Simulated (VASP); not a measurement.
ZnS, 2 atoms in the cell. Symmetry: Cm, No. 8, monoclinic system. Conventional cell: a = 6.666 Å, b = 3.849 Å, c = 3.849 Å, α = 90.00°, β = 125.26°, γ = 90.00°. Within 2.6 Å of Zn (site symmetry m) lie 4 S at 1.94 to 2.56 Å. Within 2.6 Å of S (site symmetry m) lie 4 Zn at 1.94 to 2.56 Å.  This cell differs from its parent crystal: atom 2 (S) moved by (-0.300, +0.300) A along [1 1 0] and z.

```yaml
Program: VASP 6.6.1
Task: single point
Functional: PBE
Potentials_or_basis: VASP PAW PBE potentials, release 64 (Zn, S)
Cutoff: 520 eV
k_mesh: 8 × 8 × 8
Occupations: gaussian, width 0.05 eV
Spin: no spin polarisation
Dipole_correction: no
Further_INCAR_settings: ALGO = Normal; EDIFF = 1e-06; NBANDS = 16
```

Potentials or basis: VASP PAW PBE potentials, release 64 (Zn, S).

Command:

```console
$ cat potpaw_PBE.64/Zn/POTCAR potpaw_PBE.64/S/POTCAR > POTCAR
$ mpirun -np 1 vasp_std > vasp.out
```

Hardware: 1 thread of Intel Xeon 8259CL, with other jobs on the host.

Question: How long does it take, and how much memory?

Answer: It took 2.5 min on 1 thread of Intel Xeon 8259CL, on a shared host, peak memory 0.24 GiB. Counts: scf iterations 13, k points 150.
